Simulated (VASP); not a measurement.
Ca9Mg2Si5, 16 atoms in the cell. The typed cell holds 16 atoms: a = 7.400 Å, b = 6.831 Å, c = 8.748 Å, α = 91.18°, β = 91.98°, γ = 93.55°. 

* Program: VASP 6.6.1
* Task: single point
* Functional: PBE
* Potentials or basis: VASP PAW PBE potentials, release 64 (Mg, Si, Ca_sv)
* Cutoff: 520 eV
* k mesh: 3 × 3 × 3
* Occupations: gaussian, width 0.1 eV
* Spin: no spin polarisation
* Dipole correction: no
* Further INCAR settings: LREAL = Auto; ALGO = Fast; EDIFF = 1e-06; NBANDS = 71; ISYM = 0

Potentials or basis: VASP PAW PBE potentials, release 64 (Mg, Si, Ca_sv).

Command:

```sh
$ cat potpaw_PBE.64/Mg/POTCAR potpaw_PBE.64/Si/POTCAR potpaw_PBE.64/Ca_sv/POTCAR > POTCAR
$ mpirun -np 1 vasp_std > vasp.out
```

Hardware: 1 thread of Intel(R) Xeon(R) 6975P-C (Granite Rapids), on a shared host.

Task: Estimate the wall time of this run.

Result: Wall time 13 min on 1 thread of Intel(R) Xeon(R) 6975P-C (Granite Rapids), with other jobs on the host, peak memory 0.63 GiB. Counts: scf iterations 24, k points 14.
